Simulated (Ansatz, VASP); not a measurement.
## One calculation of Ni, two programs

Contents of INCAR:

```
SYSTEM = Ni
PREC = Accurate
ENCUT = 520
EDIFF = 1E-6
ISMEAR = 0
SIGMA = 0.15
LREAL = .FALSE.
LASPH = .TRUE.
NELM = 150
ALGO = Normal
ISIF = 2
LWAVE = .FALSE.
LCHARG = .FALSE.
ISPIN = 2
MAGMOM = 0.81
LORBIT = 11
LMAXMIX = 4
GGA = PS
NBANDS = 15
```

The input KPOINTS:

```
Automatic mesh
0
G
  22 22 22
  0 0 0
```

The input POSCAR:

```
Ni
1.0
    0.0000000000      1.6353537500      1.6353537500
    1.7679500000     -0.1325962500      1.7679500000
    1.7679500000      1.7679500000     -0.1325962500
Ni
1
Direct
    0.0000000000      0.0000000000      0.0000000000
```

Input for Ansatz:

```yaml
crystal:
  lattice:
    - [0.0, 1.63535375, 1.63535375]
    - [1.76795, -0.13259625, 1.76795]
    - [1.76795, 1.76795, -0.13259625]
  atoms:
    - { symbol: Ni, position: [0.0, 0.0, 0.0], spin: 0.81 }
basis:
  ecutwfc: 420
kpoints:
  mp_grid: { grid: [22, 22, 22] }
hamiltonian:
  xc: pbesol
scf:
  occupations: { method: gaussian, width: 0.15 }
output:
  forces: true
  stress: true
  eigenvalues: true
  populations: true
magnetization:
  spin_polarized: true
```

Change from the starting cell: strain -0.1500 x Voigt [0, 0, 0, 1, 0, 0], atoms carried along.

Alike in both runs: task single point; functional PBEsol; k mesh 22 × 22 × 22; occupations gaussian, width 0.15 eV; collinear spin.

```csv
,VASP,Ansatz
version,VASP 6.6.1,Ansatz 0.2.0
potentials or method,"VASP PAW PBE potentials, release 64 (Ni), cutoff 520 eV","scalar-relativistic, plane waves, PAW"
valence electrons in the cell,10,18
```

```csv
,VASP,Ansatz,Ansatz less VASP
gap on the k mesh at the Fermi level (eV),none,none,-
pressure (GPa),-7.4,-7.5,-0.09
"traceless stress, the component that is largest in VASP (GPa)",18.42,18.80,+0.376
net moment per atom (μB),0.62,0.63,+0.011
size of the moment on the site where the two differ most (μB),0.63,0.67,+0.040
```

VASP's potentials were made for PBE, not for PBEsol. Site moments also hang on the region over which each program counts them. A gap of «none» marks a metal or a gap that the smearing closes. VASP's potentials hold 10 valence electrons a cell and Ansatz's 18, so a difference there can come from the potentials and not from the codes.
